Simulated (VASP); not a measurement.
The system is La3O2.

```
CELL_PARAMETERS angstrom
3.77180 2.17765 3.00490
-3.77180 2.17765 3.00490
0.00000 -4.35530 3.00490
ATOMIC_POSITIONS crystal
La 0.00000 0.50000 0.00000
La 0.00000 0.00000 0.50000
La 0.50000 0.00000 0.00000
O 0.81876 0.81876 0.81876
O 0.18124 0.18124 0.18124
```

| Property | Result |
| --- | --- |
| Program | VASP 6.6.1 |
| Task | relaxation of cell and atoms |
| Functional | PBE |
| Potentials or basis | VASP PAW PBE potentials, release 64 (La, O) |
| Cutoff | 600 eV |
| k mesh | 3 × 3 × 3 |
| Occupations | gaussian, width 0.1 eV |
| Spin | no spin polarisation |

At the start: pressure 11.4 GPa; volume 29.62 Å³/atom.

Question: How do energy, volume and symmetry change on relaxing?

Answer: Over 10 steps the energy falls by 193.8 meV/atom and the volume is 37.03 Å³/atom (+25.0 %); space group R-3m (No. 166, to 0.05 Å).

Step by step:
```csv
step,energy change (eV),largest force (eV/Å),pressure (GPa),volume (Å³)
1,0.0000,0.0164,11.42,148.09
2,-0.0310,0.2616,-5.86,197.83
3,-0.7635,0.2017,0.33,170.68
4,-0.7642,0.1987,0.55,170.03
5,-0.8562,0.1881,0.35,174.36
6,-0.9527,0.1470,-0.02,185.69
7,-0.9528,0.1484,-0.02,185.34
8,-0.9556,0.1360,-0.01,185.32
9,-0.9626,0.0962,0.00,185.27
10,-0.9691,0.0097,-0.03,185.15
```

Final structure:
```xyz
5
Lattice="3.9607 2.2867 3.4073 -3.9607 2.2867 3.4073 0.0000 -4.5734 3.4073" Properties=species:S:1:pos:R:3 pbc="T T T"
La   -1.9803    1.1433    1.7036
La    0.0000   -2.2867    1.7036
La    1.9803    1.1433    1.7036
O     0.0000    0.0000    8.5024
O     0.0000    0.0000    1.7195
```

Caveat: the k points lie up to 0.37 Å⁻¹ apart in the final cell; the volume moved by over 15 % at a fixed basis, so the end points are rough; an odd number of electrons without spin polarisation forces a metal; a magnetic or distorted state may lie lower.
